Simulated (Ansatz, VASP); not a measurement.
**SiC: VASP beside Ansatz**

```
Si C
1.0
     3.09637    0.00000    0.00000
    -1.54818    2.68153    0.00000
     0.00000    0.00000    5.08143
Si C
2 2
Cartesian
  0.0000 1.7877 0.0000
  1.5482 0.8938 2.5407
  0.0000 1.7877 1.9564
  1.5482 0.8938 4.4971
```

Change from the starting cell: volume scaled by 1.02, crystal datasets.

Alike in both runs: task electric field gradients; functional PBEsol; k mesh 15 × 15 × 8; occupations fermi-dirac, width 0.08 eV; no spin polarisation.

```csv
,VASP,Ansatz
version,VASP 6.6.1,Ansatz 0.2.0
potentials or method,"VASP PAW PBE potentials, release 64 (Si, C), cutoff 520 eV","all-electron PAW with datasets made for the crystal, scalar-relativistic"
```

|  | VASP | Ansatz | Ansatz less VASP |
| --- | --- | --- | --- |
| pressure (GPa) | -3.6 | -4.0 | -0.38 |
| traceless stress, the component that is largest in VASP (GPa) | -2.77 | -2.69 | +0.081 |
| rms of the force components (eV/Å) | 0.416 | 0.413 | -0.0031 |
| size of Vzz on the site where it differs most (V/Å²) | 16.8 | 15.8 | -0.96 |

VASP's potentials were made for PBE, not for PBEsol. Atom by atom the forces differ by 0.003 eV/Å (rms over components). Ansatz ran all-electron here, and VASP with PAW potentials.
